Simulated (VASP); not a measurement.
A run of VASP 6.6.1:

File POSCAR:

```
SnO
1.0
    3.7167363005      0.0000000000      0.0000000000
    0.0000000000      3.7167363005      0.0000000000
    0.0000000000      0.0000000000      4.8193471432
Sn O
2 2
Direct
    0.0000000000      0.5000000000      0.2433908458
    0.5000000000      0.0000000000      0.7566091542
    0.5000000000      0.5000000000      0.0000000000
    0.0000000000      0.0000000000      0.0000000000
```

INCAR.step1

```
PREC = Accurate
ENCUT = 520
ISMEAR = -1
SIGMA = 0.02
LREAL = F
LASPH = T
NELM = 80
NBANDS = 28
GGA = PE
ALGO = Normal
EDIFF = 1E-4
LWAVE = T
LCHARG = F
```

INCAR.step2

```
PREC = Accurate
ENCUT = 520
EDIFF = 1E-6
ISMEAR = -1
SIGMA = 0.02
LREAL = F
LASPH = T
NELM = 80
ALGO = Normal
ISIF = 2
LWAVE = F
LCHARG = F
METAGGA = R2SCAN
LMIXTAU = T
NBANDS = 28
ISTART = 1
```

KPOINTS

```
Automatic mesh
0
Gamma
  6 6 6
```

Potentials or basis: VASP PAW PBE potentials, release 64 (Sn_d, O).

Launch:

```sh
$ cat potpaw_PBE.64/Sn_d/POTCAR potpaw_PBE.64/O/POTCAR > POTCAR
$ cp INCAR.step1 INCAR
$ mpirun -np 1 vasp_std > vasp.out
$ cp INCAR.step2 INCAR
$ mpirun -np 1 vasp_std > vasp.out
```

Hardware: 1 thread of Intel(R) Xeon(R) 6975P-C (Granite Rapids), on a shared host.

Problem. How long does it take, and how much memory?

Solution. Wall time 100 s on 1 thread of Intel(R) Xeon(R) 6975P-C (Granite Rapids) (shared host), peak memory 0.2 GiB. Counts: k points 40.
